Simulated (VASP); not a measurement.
Write the native input for VASP 6.6.1 that does the following.

- Task: single point
- Functional: BLYP
- Potentials or basis: VASP PAW PBE potentials, release 64 (Se)
- Cutoff: 520 eV
- k mesh: 14 × 14 × 14
- Occupations: fermi-dirac, width 0.1 eV
- Spin: no spin polarisation
- Dipole correction: no
- Further INCAR settings: ALGO = Normal; EDIFF = 1e-07; NBANDS = 9

The structure of Se lies in POSCAR:

```
Se
1.0
    0.0000000000      2.1933787679      2.1933787679
    2.1933787679      0.0000000000      2.1933787679
    2.1933787679      2.1933787679      0.0000000000
Se
1
Direct
    0.0000000000      0.0000000000      0.0000000000
```

This cell differs from its parent crystal: volume scaled by 0.92.

One way to write it, as run:

INCAR

```
  PREC = Accurate
  ENCUT = 520
  EDIFF = 1E-7
  ISMEAR = -1
  SIGMA = 0.1
  LREAL = F
  LASPH = T
  NELM = 80
  ALGO = Normal
  ISIF = 2
  LWAVE = F
  LCHARG = F
  GGA = B5
  ALDAX = 1.0
  AGGAX = 1.0
  AGGAC = 1.0
  ALDAC = 0.0
  NBANDS = 9
```

KPOINTS

```
regular mesh
0
Gamma
  14 14 14
```

Potentials or basis: VASP PAW PBE potentials, release 64 (Se).

Launch:

```console
$ cat potpaw_PBE.64/Se/POTCAR > POTCAR
$ mpirun -np 1 vasp_std > vasp.out
```

Results of the run:

```
Pressure               : 5.3 GPa
Band gap on the k mesh : zero (band 3 reaches 8.13 eV, above the bottom of band 4 at 3.43 eV)
```

Caveat: the PAW data sets were made with another functional, which shifts forces and pressure a little.

Run time: 19 s on 1 thread of Intel(R) Xeon(R) Platinum 8259CL CPU @ 2.50GHz (Skylake/Cascade Lake) (shared host), peak memory 0.14 GiB.
